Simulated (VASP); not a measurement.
Crystal: CaCu2S2.

```xyz
5
Lattice="3.9400 0.0000 0.0000 -1.9700 3.4121 0.0000 0.0000 0.0000 6.5230" Properties=species:S:1:pos:R:3 pbc="T T T"
Ca    0.0000    0.0000    0.0000
Cu    0.0000    2.2748    2.4558
Cu    1.9700    1.1374    4.0672
S     0.0000    2.2748    4.8681
S     1.9700    1.1374    1.6549
```

Base run:

- Program: VASP 6.6.1
- Functional: PBE
- Potentials or basis: VASP PAW PBE potentials, release 64 (Ca_sv, Cu, S)
- Cutoff: 520 eV
- k mesh: 12 × 12 × 4
- Occupations: gaussian, width 0.02 eV
- Spin: no spin polarisation

Its results: band gap on the k mesh 1.10 eV; pressure -0.5 GPa; largest force 0.260 eV/Å.

Problem. The run is repeated on the same cell with these changes: functional from PBE to r2SCAN; further incar settings from ALGO = Normal; EDIFF = 1e-06; NBANDS = 30 to ALGO = Normal; EDIFF = 1e-07; NBANDS = 30. What comes out?

Solution. Band gap on the k mesh 1.57 eV; pressure -2.0 GPa; largest force 0.362 eV/Å.

Caveats: the PAW data sets were made with another functional, which shifts forces and pressure a little (at least some runs).

A k mesh can miss the band edges.
